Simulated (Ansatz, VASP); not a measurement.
## Two plane-wave programs on KTaO3

File INCAR:

```
SYSTEM = KTaO3
ALGO = Normal
EDIFF = 1E-6
ENCUT = 520
GGA = PE
ISIF = 2
ISMEAR = 0
LASPH = .TRUE.
LCHARG = .TRUE.
LELF = .TRUE.
LREAL = .FALSE.
LVHAR = .TRUE.
LWAVE = .FALSE.
NBANDS = 27
NELM = 100
PREC = Accurate
SIGMA = 0.05
```

The input KPOINTS:

```
k-points
0
G
  8 8 8
  0 0 0
```

Contents of POSCAR:

```
KTaO3
1.0
    3.7431111446      0.0000000000      0.0000000000
    0.0000000000      4.0248506931      0.0000000000
    0.0000000000      0.0000000000      4.0248506931
K Ta O
1 1 3
Direct
    0.5000000000      0.5000000000      0.5000000000
    0.0000000000      0.0000000000      0.0000000000
    0.5000000000      0.0000000000      0.0000000000
    0.0000000000      0.5000000000      0.0000000000
    0.0000000000      0.0000000000      0.5000000000
```

Input for Ansatz:

```yaml
crystal:
  lattice:
    - [3.7431111446, 0.0, 0.0]
    - [0.0, 4.0248506931, 0.0]
    - [0.0, 0.0, 4.0248506931]
  atoms:
    - { symbol: K, position: [0.5, 0.5, 0.5] }
    - { symbol: Ta, position: [0.0, 0.0, 0.0] }
    - { symbol: O, position: [0.5, 0.0, 0.0] }
    - { symbol: O, position: [0.0, 0.5, 0.0] }
    - { symbol: O, position: [0.0, 0.0, 0.5] }
basis:
  ecutwfc: 520.0
kpoints:
  mp_grid: { grid: [8, 8, 8] }
hamiltonian:
  xc: pbe
scf:
  occupations: { method: gaussian, width: 0.05 }
output:
  forces: true
  stress: true
  eigenvalues: true
```

Change from the starting cell: normal strain along x -0.0700, normal strain along y +0.0000.

Alike in both runs: task single point; functional PBE; k mesh 8 × 8 × 8; occupations gaussian, width 0.05 eV; no spin polarisation.

```csv
,VASP,Ansatz
version,VASP 6.6.1,Ansatz 0.2.0
potentials or method,"VASP PAW PBE potentials, release 64 (K_sv, Ta_pv, O), cutoff 520 eV","scalar-relativistic, plane waves, PAW"
valence electrons in the cell,38,40
```

```csv
,VASP,Ansatz,Ansatz less VASP
gap on the k mesh at the Fermi level (eV),2.13,2.18,+0.048
least direct gap on the mesh (eV),2.67,2.71,+0.044
pressure (GPa),19.2,18.3,-0.92
"traceless stress, the component that is largest in VASP (GPa)",24.74,24.30,-0.440
```

The functional is the same, so the differences come from potentials, cutoffs and numerics. VASP's potentials hold 38 valence electrons a cell and Ansatz's 40, so a difference there can come from the potentials and not from the codes.

Neither program's run includes spin-orbit coupling.
